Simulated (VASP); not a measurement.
# AlNi in VASP: a series of runs

AlNi is run at these levels: PBE; tasks: single point.

All numbers are computed with VASP 6.6.1; they aren't measurements. Logs are shortened: lines on timing, memory, paths and dates and some standing lists are left out, and cuts for length are marked.

## Step 1: The cell of the first run

The structure is monoclinic, space group C2/m (No. 12). The conventional cell has a = 4.601 Å, b = 2.789 Å, c = 4.111 Å, α = 90.00°, β = 109.27°, γ = 90.00°. Ni (site symmetry 2/m) has 6 Al at 2.48 to 2.53 Å and 6 Ni at 2.69 to 2.79 Å within 3.3 Å. Within 3.3 Å of Al (site symmetry 2/m) lie 6 Ni at 2.48 to 2.53 Å and 6 Al at 2.69 to 2.79 Å.

## Step 2: Single point, PBE, collinear spin, ferromagnetic start

Contents of INCAR:

```
SYSTEM = AlNi
ALGO = Normal
EDIFF = 1E-6
ENCUT = 520
GGA = PE
ISIF = 2
ISMEAR = -1
ISPIN = 2
LASPH = .TRUE.
LCHARG = .FALSE.
LMAXMIX = 4
LORBIT = 11
LREAL = .FALSE.
LWAVE = .FALSE.
MAGMOM = 2.5 0
NBANDS = 18
NELM = 150
PREC = Accurate
SIGMA = 0.05
```

Contents of KPOINTS:

```
k-points
0
G
  11 11 7
  0 0 0
```

Contents of POSCAR:

```
AlNi
1.0
    2.3006810000     -1.3946800000      0.0000000000
    2.3006810000      1.3946800000      0.0000000000
   -1.3564510000      0.0000000000      3.8808380000
Ni Al
1 1
Direct
    0.5000000000      0.5000000000      0.5000000000
    0.0000000000      0.0000000000      0.0000000000
```

Potentials or basis: VASP PAW PBE potentials, release 64 (Ni, Al).

Command:

```
> cat potpaw_PBE.64/Ni/POTCAR potpaw_PBE.64/Al/POTCAR > POTCAR
> mpirun -np 1 vasp_std > vasp.out
```

OUTCAR:

```text
SYSTEM = AlNi
   EDIFF = 1E-6
   ENCUT = 520
   GGA = PE
   ISIF = 2
   ISMEAR = -1
   ISPIN = 2
   LASPH = .TRUE.
   LORBIT = 11
   LREAL = .FALSE.
   NELM = 150
   PREC = Accurate

 ion  position               nearest neighbor table
   1  0.500  0.500  0.500-   2 2.48   2 2.48   2 2.48   2 2.48   2 2.53   2 2.53
   2  0.000  0.000  0.000-   1 2.48   1 2.48   1 2.48   1 2.48   1 2.53   1 2.53

  LATTYP: Found a base centered monoclinic cell.
 ALAT       =     4.6013620000
 B/A-ratio  =     0.6062031199
 C/A-ratio  =     0.8934454424
 COS(beta)  =    -0.3299511685

  Lattice vectors:

 A1 = (   2.3006810000,  -1.3946800000,   0.0000000000)
 A2 = (   2.3006810000,   1.3946800000,   0.0000000000)
 A3 = (  -1.3564510000,   0.0000000000,   3.8808380000)

Analysis of symmetry for initial positions (statically):
=====================================================================
 Subroutine PRICEL returns:
 Original cell was already a primitive cell.

 Routine SETGRP: Setting up the symmetry group for a
 base centered monoclinic supercell.

 Subroutine GETGRP returns: Found  4 space group operations
 (whereof  4 operations were pure point group operations)
 out of a pool of  4 trial point group operations.

The static configuration has the point symmetry C_2h.

Analysis of symmetry for dynamics (positions and initial velocities):
=====================================================================
 Subroutine PRICEL returns:
 Original cell was already a primitive cell.

 Routine SETGRP: Setting up the symmetry group for a
 base centered monoclinic supercell.

 Subroutine GETGRP returns: Found  4 space group operations
 (whereof  4 operations were pure point group operations)
 out of a pool of  4 trial point group operations.

The dynamic configuration has the point symmetry C_2h.

Analysis of structural, dynamic, and magnetic symmetry:
=====================================================================
 Subroutine PRICEL returns:
 Original cell was already a primitive cell.

 Routine SETGRP: Setting up the symmetry group for a
 base centered monoclinic supercell.

 Subroutine GETGRP returns: Found  4 space group operations
 (whereof  4 operations were pure point group operations)
 out of a pool of  4 trial point group operations.

The overall configuration has the point symmetry C_2h.

 Subroutine INISYM returns: Found  4 space group operations
 (whereof  4 operations are pure point group operations),
 and found     1 'primitive' translations

----------------------------------------------------------------------------------------

                                     Primitive cell

  volume of cell :      24.9050

  direct lattice vectors                    reciprocal lattice vectors
     2.300681000 -1.394680000  0.000000000     0.217326957 -0.358505177  0.075961266
     2.300681000  1.394680000  0.000000000     0.217326957  0.358505177  0.075961266
    -1.356451000  0.000000000  3.880838000     0.000000000  0.000000000  0.257676306

  length of vectors
     2.690402454  2.690402454  4.111065908     0.426059951  0.426059951  0.257676306

  position of ions in fractional coordinates (direct lattice)
     0.500000000  0.500000000  0.500000000
     0.000000000  0.000000000  0.000000000

  ion indices of the primitive-cell ions
   primitive index   ion index
                 1           1
                 2           2

----------------------------------------------------------------------------------------

 KPOINTS: k-points

Automatic generation of k-mesh.
 Grid dimensions read from file:
 generate k-points for:   11   11    7

 Generating k-lattice:

  Cartesian coordinates                     Fractional coordinates (reciprocal lattice)
     0.019756996 -0.032591380  0.006905570     0.090909091 -0.000000000  0.000000000
     0.019756996  0.032591380  0.006905570    -0.000000000  0.090909091  0.000000000
     0.000000000  0.000000000  0.036810901     0.000000000  0.000000000  0.142857143

  Length of vectors
     0.038732723  0.038732723  0.036810901

  Shift w.r.t. Gamma in fractional coordinates (k-lattice)
     0.000000000  0.000000000  0.000000000

 Subroutine IBZKPT returns following result:
 ===========================================

 Found    234 irreducible k-points:

 Following reciprocal coordinates:
            Coordinates               Weight
  0.000000  0.000000  0.000000      1.000000
  0.090909 -0.000000  0.000000      4.000000
  0.181818 -0.000000  0.000000      4.000000
  0.272727 -0.000000  0.000000      4.000000
  0.363636 -0.000000  0.000000      4.000000
  0.454545 -0.000000  0.000000      4.000000
[... 16 lines left out ...]
 -0.272727  0.181818 -0.000000      4.000000
 -0.181818  0.181818  0.000000      2.000000
 [... further k-points ...]
   k-points           NKPTS =    234   k-points in BZ     NKDIM =    234   number of bands    NBANDS=     18
   number of dos      NEDOS =    301   number of ions     NIONS =      2
   total plane-waves  NPLWV =  12800
   dimension x,y,z NGX =    20 NGY =   20 NGZ =   32
   dimension x,y,z NGXF=    40 NGYF=   40 NGZF=   64
   ions per type =               1   1
   NGX,Y,Z   is equivalent  to a cutoff of  12.36, 12.36, 12.94 a.u.
   NGXF,Y,Z  is equivalent  to a cutoff of  24.72, 24.72, 25.88 a.u.
 SYSTEM =  AlNi
   PREC   = accura    normal or accurate (medium, high low for compatibility)
   ISTART =      0    job   : 0-new  1-cont  2-samecut
   ICHARG =      2    charge: 1-file 2-atom 10-const
   ISPIN  =      2    spin polarized calculation?
   LNONCOLLINEAR =      F non collinear calculations
   LSORBIT =      F    spin-orbit coupling
   LASPH  =      T    aspherical Exc in radial PAW
   ENCUT  =  520.0 eV  38.22 Ry    6.18 a.u.   5.00  5.00  7.64*2*pi/ulx,y,z
   NELM   =    150;   NELMIN=  2; NELMDL= -5     # of ELM steps
   EDIFF  = 0.1E-05   stopping-criterion for ELM
   LREAL  =      F    real-space projection
   EDIFFG = 0.1E-04   stopping-criterion for IOM
   NSW    =      0    number of steps for IOM
   IBRION =     -1    ionic relax: 0-MD 1-quasi-New 2-CG
   NFREE  =      0    steps in history (QN), initial steepest desc. (CG)
   ISIF   =      2    stress and relaxation
   ISYM   =      2    0-nonsym 1-usesym 2-fastsym
   POTIM  = 0.5000    time-step for ionic-motion
   TEBEG  =    0.0;   TEEND  =   0.0 temperature during run
   PSTRESS=    0.0 pullay stress
   NELECT =      13.0000    total number of electrons
   NUPDOWN=      -1.0000    fix difference up-down
   EMIN   =  10.00;   EMAX   =-10.00  energy-range for DOS
   EFERMI =   0.00;   METHOD = LEGACY
   ISMEAR =    -1;   SIGMA  =   0.05  broadening in eV -4-tet -1-fermi 0-gaus
   EFERMI_NEDOS =   21; number of points for ismear=-14 and -15
   IALGO  =     38    algorithm
   IMIX   =      4    mixing-type and parameters
     AMIX     =   0.40;   BMIX     =  1.00
     AMIX_MAG =   1.60;   BMIX_MAG =  1.00
  volume/ion in A,a.u.               =      12.45        84.03
  Fermi-wavevector in a.u.,A,eV,Ry     =   1.318137  2.490917 23.639910  1.737484
  Thomas-Fermi vector in A             =   2.448128
   LORBIT       =     11    0 simple, 1 ext, 2 COOP (PROOUT), +10 PAW based schemes
   GGA     = PE    functional components
   LHFCALC =     F    Hartree Fock is set to
   AEXX    =    0.0000 exact exchange contribution
   IVDW    =     0    specifies the selected vdW correction
   LEPSILON=     F    determine dielectric tensor
   LRPA    =     F    only Hartree local field effects (RPA)
 spin polarized calculation
  energy-cutoff  :      520.00
  volume of cell :       24.90
 maximum number of plane-waves:       685
   NGX =  9   NGY =  9   NGZ = 15

 number of electron      12.9999998 magnetization      -0.0037473

 number of electron      12.9999998 magnetization       0.0005357

 Free energy of the ion-electron system (eV)
  ---------------------------------------------------
  ext. energy  EPLUGINS =         0.00000000
  ---------------------------------------------------
  free energy    TOTEN  =       -10.04189787 eV

  energy without entropy =      -10.03442733  energy(sigma->0) =      -10.03816260

 E-fermi :   9.3398     XC(G=0): -11.8503

 val. band max:        9.3294185835   @ k =   0.4545   0.0909   0.1429
 cond. band min:       9.3478466750   @ k =  -0.4545   0.1818   0.1429
 fundamental gap:      0.0184280914
 Fermi energy:         9.3397639191

 spin component 1

 k-point     1 :       0.0000    0.0000    0.0000
  band No.  band energies     occupation
      1      -1.5182      1.00000
      2       5.7421      1.00000
      3       7.5024      1.00000
      4       7.6476      1.00000
      5       7.7984      1.00000
      6       7.9657      1.00000
[... 10 lines left out ...]
     17      29.3457      0.00000
     18      30.2028      0.00000
[... 463 lines left out ...]
 k-point    24 :      -0.1818    0.1818    0.0000
  band No.  band energies     occupation
      1       0.9568      1.00000
      2       6.3729      1.00000
      3       6.7376      1.00000
      4       6.9987      1.00000
      5       7.6644      1.00000
      6       8.5551      1.00000
[... 10 lines left out ...]
     17      33.3892      0.00000
     18      34.2062      0.00000

 [... further k-points ...]

 spin component 2

 k-point     1 :       0.0000    0.0000    0.0000
  band No.  band energies     occupation
      1      -1.5182      1.00000
      2       5.7425      1.00000
      3       7.5031      1.00000
      4       7.6476      1.00000
      5       7.7991      1.00000
      6       7.9662      1.00000
[... 10 lines left out ...]
     17      29.3456      0.00000
     18      30.2030      0.00000
[... 463 lines left out ...]
 k-point    24 :      -0.1818    0.1818    0.0000
  band No.  band energies     occupation
      1       0.9568      1.00000
      2       6.3732      1.00000
      3       6.7380      1.00000
      4       6.9993      1.00000
      5       7.6648      1.00000
      6       8.5559      1.00000
[... 10 lines left out ...]
     17      33.3893      0.00000
     18      34.2063      0.00000

 [... further k-points ...]

------------------------ aborting loop because EDIFF is reached ----------------------------------------

  FORCE on cell =-STRESS in cart. coord.  units (eV):
  Direction    XX          YY          ZZ          XY          YZ          ZX
  --------------------------------------------------------------------------------------
  -------------------------------------------------------------------------------------
  Total        0.4561508      0.1592468      0.3614371      0.0000000      0.0000000     -0.1091265
  in kB       29.3448945     10.2445943     23.2518138      0.0000000      0.0000000     -7.0202809
  external PRESSURE =      20.9471009 kB  Pullay stress =       0.0000000 kB

 VOLUME and BASIS-vectors are now :
 -----------------------------------------------------------------------------
  energy-cutoff  :      520.00
  volume of cell :       24.90
      direct lattice vectors                 reciprocal lattice vectors
     2.300681000 -1.394680000  0.000000000     0.217326957 -0.358505177  0.075961266
     2.300681000  1.394680000  0.000000000     0.217326957  0.358505177  0.075961266
    -1.356451000  0.000000000  3.880838000     0.000000000  0.000000000  0.257676306

 POSITION                                       TOTAL-FORCE (eV/Angst)
 -----------------------------------------------------------------------------------
      1.62246      0.00000      1.94042         0.000000      0.000000      0.000000
      0.00000      0.00000      0.00000        -0.000000     -0.000000      0.000000
 -----------------------------------------------------------------------------------
    total drift:                                0.000000      0.000000      0.000000

  FREE ENERGIE OF THE ION-ELECTRON SYSTEM (eV)
  ---------------------------------------------------
  free  energy   TOTEN  =       -10.0418978658 eV

  energy  without entropy=      -10.0344273285  energy(sigma->0) =      -10.03816260

 total charge

# of ion       s       p       d       tot
------------------------------------------
    1        0.455   0.481   8.419   9.355
    2        0.414   0.411   0.000   0.825
--------------------------------------------------
tot          0.869   0.891   8.419  10.179

 magnetization (x)

# of ion       s       p       d       tot
------------------------------------------
    1        0.000   0.000   0.000   0.000
    2       -0.000  -0.000   0.000  -0.000
--------------------------------------------------
tot         -0.000  -0.000   0.000   0.000
```

Run time: 2.7 min. Hardware: 1 thread of Intel Xeon Platinum 8375C at 2.90GHz (Ice Lake), shared host; peak memory 0.27 GiB.

Results:

- Free energy: -10.0419 eV
- Pressure: 2.1 GPa
- Net moment: 0.00 μB per cell
- Valence electrons inside the program's atomic spheres: Ni 9.36; Al 0.82

Stress tensor (GPa, compression positive):
```
 2.93  0.00 -0.70
 0.00  1.02  0.00
-0.70  0.00  2.33
```

## Step 3: Single point, PBE, collinear spin, ferromagnetic start (atoms moved at random)

Contents of INCAR:

```
SYSTEM = AlNi
PREC = Accurate
ENCUT = 520
EDIFF = 1E-7
ISMEAR = -1
SIGMA = 0.05
LREAL = .FALSE.
LASPH = .TRUE.
NELM = 150
ALGO = Fast
ISIF = 2
LWAVE = .FALSE.
LCHARG = .TRUE.
ISPIN = 2
MAGMOM = 1 0
LORBIT = 11
LMAXMIX = 4
GGA = PE
LELF = .TRUE.
LVHAR = .TRUE.
NBANDS = 18
```

Contents of KPOINTS:

```
Automatic mesh
0
G
  11 11 7
  0 0 0
```

Contents of POSCAR:

```
AlNi
1.0
    2.3006810000     -1.3946800000      0.0000000000
    2.3006810000      1.3946800000      0.0000000000
   -1.3564510000      0.0000000000      3.8808380000
Ni Al
1 1
Direct
    0.4771020000      0.5108760000      0.5062950000
    0.0051240000      0.0119800000      0.0137590000
```

Potentials or basis: VASP PAW PBE potentials, release 64 (Ni, Al).

Command:

```
> cat potpaw_PBE.64/Ni/POTCAR potpaw_PBE.64/Al/POTCAR > POTCAR
> mpirun -np 1 vasp_std > vasp.out
```

Wall time 5.2 min (1 thread of Intel Xeon Platinum 8259CL at 2.50GHz (Skylake/Cascade Lake), shared host); peak memory 0.38 GiB.

Results (log left out):

| Item | Value |
| --- | --- |
| Free energy | -10.0332 eV |
| Pressure | 2.1 GPa |
| Largest force | 0.282 eV/Å |
| Net moment | 0.00 μB per cell |
| Valence electrons inside the program's atomic spheres | Ni 9.36; Al 0.82 |

Forces in eV/Å, atoms in the order of the input:
```
Ni   0.110 -0.115  0.233
Al  -0.110  0.115 -0.233
```

Stress tensor (GPa, compression positive):
```
 2.95  0.08 -0.47
 0.08  0.80  0.05
-0.47  0.05  2.45
```

Levels at points of the mesh, in eV from the Fermi level:
Spin up:
```
           k point  band 4  band 5  band 6  band 7  band 8  band 9
(0.00, 0.00, 0.00)   -1.70   -1.53   -1.37   -1.25    2.72   13.58
```
Spin down:
```tsv
k point	band 3	band 4	band 5	band 6	band 7	band 8	band 9	band 10
(0.00, 0.00, 0.00)	-1.84	-1.70	-1.53	-1.37	-1.25	2.72	13.58	13.94
```

Caveat: the cell differs from its parent crystal (atoms moved at random).
